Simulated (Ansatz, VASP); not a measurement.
## Two plane-wave programs on BeS

```xyz
2
Lattice="0.0000 2.3487 2.4253 2.4253 0.0000 2.4253 2.4253 2.3487 0.0000" Properties=species:S:1:pos:R:3 pbc="T T T"
Be    0.0000    0.0000    0.0000
S     3.6379    3.5230    3.6379
```

Alike in both runs: task single point; functional PBEsol; k mesh 10 × 10 × 10; occupations gaussian, width 0.05 eV; no spin polarisation.

```csv
,VASP,Ansatz
version,VASP 6.6.1,Ansatz 0.2.0
potentials or method,"VASP PAW PBE potentials, release 64 (Be, S), cutoff 520 eV","scalar-relativistic, plane waves, PAW"
valence electrons in the cell,8,8
```

VASP gave:

```
gap on the k mesh at the Fermi level (eV)                     : 2.58
least direct gap on the mesh (eV)                             : 5.46
pressure (GPa)                                                : 2.6
traceless stress, the component that is largest in VASP (GPa) : 1.93
```

Question: Estimate Ansatz's values.

Answer: gap on the k mesh at the Fermi level (eV): 2.57; least direct gap on the mesh (eV): 5.44; pressure (GPa): 2.5; traceless stress, the component that is largest in VASP (GPa): 1.94.

VASP's potentials were made for PBE, not for PBEsol.
